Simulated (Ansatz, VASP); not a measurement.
**SnO: VASP beside Ansatz**

Contents of INCAR:

```
SYSTEM = SnO
PREC = Accurate ; ENCUT = 520
EDIFF = 1E-7 ; ISMEAR = 0
SIGMA = 0.15 ; LREAL = .False.
LASPH = .True. ; NELM = 80
ALGO = Normal ; ISIF = 2
LWAVE = .False. ; LCHARG = .False.
GGA = PE ; NBANDS = 28
```

Contents of KPOINTS:

```
Automatic mesh
0
Gamma
  14 14 12
  0 0 0
```

POSCAR

```
SnO
1.0
    3.8540886645      0.0000000000      0.0000000000
    0.0000000000      3.8540886645      0.0000000000
    0.0000000000      0.0000000000      4.7061646161
Sn O
2 2
Direct
    0.0000000000      0.5000000000      0.2385000000
    0.5000000000      0.0000000000      0.7615000000
    0.0000000000      0.0000000000      0.0000000000
    0.5000000000      0.5000000000      0.0000000000
```

Input for Ansatz:

```yaml
crystal:
  lattice:
    - [3.8540886645, 0.0, 0.0]
    - [0.0, 3.8540886645, 0.0]
    - [0.0, 0.0, 4.7061646161]
  atoms:
    - { symbol: Sn, position: [0.0, 0.5, 0.2385] }
    - { symbol: Sn, position: [0.5, 0.0, 0.7615] }
    - { symbol: O, position: [0.0, 0.0, 0.0] }
    - { symbol: O, position: [0.5, 0.5, 0.0] }
basis:
  ecutwfc: 420
kpoints:
  mp_grid: { grid: [14, 14, 12] }
hamiltonian:
  xc: pbe
scf:
  occupations: { method: gaussian, width: 0.15 }
output:
  forces: true
  stress: true
  eigenvalues: true
```

Alike in both runs: task single point; functional PBE; k mesh 14 × 14 × 12; occupations gaussian, width 0.15 eV; no spin polarisation.

|  | VASP | Ansatz |
| --- | --- | --- |
| version | VASP 6.6.1 | Ansatz 0.2.0 |
| potentials or method | VASP PAW PBE potentials, release 64 (Sn_d, O), cutoff 520 eV | scalar-relativistic, plane waves, PAW |
| valence electrons in the cell | 40 | 40 |

Ansatz gave:

* gap on the k mesh at the Fermi level (eV): 0.20
* least direct gap on the mesh (eV): 1.91
* pressure (GPa): 3.5
* traceless stress, the component that is largest in VASP (GPa): 1.07
* rms of the force components (eV/Å): 0.205

Task: Which values does VASP return?

Result: gap on the k mesh at the Fermi level (eV): 0.21; least direct gap on the mesh (eV): 1.89; pressure (GPa): 3.8; traceless stress, the component that is largest in VASP (GPa): 1.07; rms of the force components (eV/Å): 0.240.

Atom by atom the forces differ by 0.035 eV/Å (rms over components). With one functional, cell and mesh, what is left measures potentials, basis and numerics.
